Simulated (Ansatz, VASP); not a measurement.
LiF in VASP and in Ansatz

```
Li F
1.0
     0.00000    2.17512    1.93344
     2.17512    0.00000    1.93344
     2.17512    2.17512    0.00000
Li F
1 1
Direct
  0.00000 0.00000 0.00000
  0.50000 0.50000 0.50000
```

Change from the starting cell: strain +0.080 along x and y, -0.040 along z, atoms carried along.

Alike in both runs: task single point; functional PBE; k mesh 10 × 10 × 10; occupations gaussian, width 0.05 eV; no spin polarisation.

|  | VASP | Ansatz |
| --- | --- | --- |
| version | VASP 6.6.1 | Ansatz 0.2.0 |
| potentials or method | VASP PAW PBE potentials, release 64 (Li_sv, F), cutoff 520 eV | scalar-relativistic, plane waves, PAW |
| valence electrons in the cell | 10 | 10 |

```csv
,VASP,Ansatz,Ansatz less VASP
gap on the k mesh at the Fermi level (eV),8.04,8.04,+0.001
least direct gap on the mesh (eV),8.04,8.04,+0.001
```

The functional is the same, so the differences come from potentials, cutoffs and numerics.

Noted on VASP's run: the cutoff is short for stress, so the pressure is rough.
